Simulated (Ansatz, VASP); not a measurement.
## Two plane-wave programs on MgO

INCAR

```
  PREC = Accurate
  ENCUT = 520
  EDIFF = 1E-7
  ISMEAR = 0
  SIGMA = 0.05
  LREAL = F
  LASPH = T
  NELM = 60
  ALGO = Normal
  ISIF = 2
  LWAVE = F
  LCHARG = F
  GGA = PE
  NBANDS = 11
```

Contents of KPOINTS:

```
Automatic mesh
0
Gamma
  9 9 8
```

The input POSCAR:

```
MgO
1.0
    2.8939505899      0.0000000000      0.0000000000
   -1.4469752949      2.5062347281      0.0000000000
    0.0000000000      0.0000000000      2.7600704000
Mg O
1 1
Direct
    0.0000000000      0.0000000000      0.0000000000
    0.3333333333      0.6666666667      0.5000000000
```

Input for Ansatz:

```yaml
crystal:
  lattice:
    - [2.8939505899, 0.0, 0.0]
    - [-1.4469752949, 2.5062347281, 0.0]
    - [0.0, 0.0, 2.7600704]
  atoms:
    - { symbol: Mg, position: [0.0, 0.0, 0.0] }
    - { symbol: O, position: [0.3333333333, 0.6666666667, 0.5] }
basis:
  ecutwfc: 420
kpoints:
  mp_grid: { grid: [9, 9, 8] }
hamiltonian:
  xc: pbe
scf:
  occupations: { method: gaussian, width: 0.05 }
output:
  forces: true
  stress: true
  eigenvalues: true
```

Change from the starting cell: strain -0.015 along x and y, +0.030 along z, atoms carried along.

Alike in both runs: task single point; functional PBE; k mesh 9 × 9 × 8; occupations gaussian, width 0.05 eV; no spin polarisation.

|  | VASP | Ansatz |
| --- | --- | --- |
| version | VASP 6.6.1 | Ansatz 0.2.0 |
| potentials or method | VASP PAW PBE potentials, release 64 (Mg, O), cutoff 520 eV | scalar-relativistic, plane waves, PAW |
| valence electrons in the cell | 8 | 16 |

Ansatz gave:

* gap on the k mesh at the Fermi level (eV): 2.83
* least direct gap on the mesh (eV): 3.24
* pressure (GPa): -0.7
* traceless stress, the component that is largest in VASP (GPa): -15.61

Q: What did VASP give for the same quantities?

A: gap on the k mesh at the Fermi level (eV): 2.80; least direct gap on the mesh (eV): 3.22; pressure (GPa): -1.4; traceless stress, the component that is largest in VASP (GPa): -15.76.

The functional is the same, so the differences come from potentials, cutoffs and numerics. VASP's potentials hold 8 valence electrons a cell and Ansatz's 16, so a difference there can come from the potentials and not from the codes.
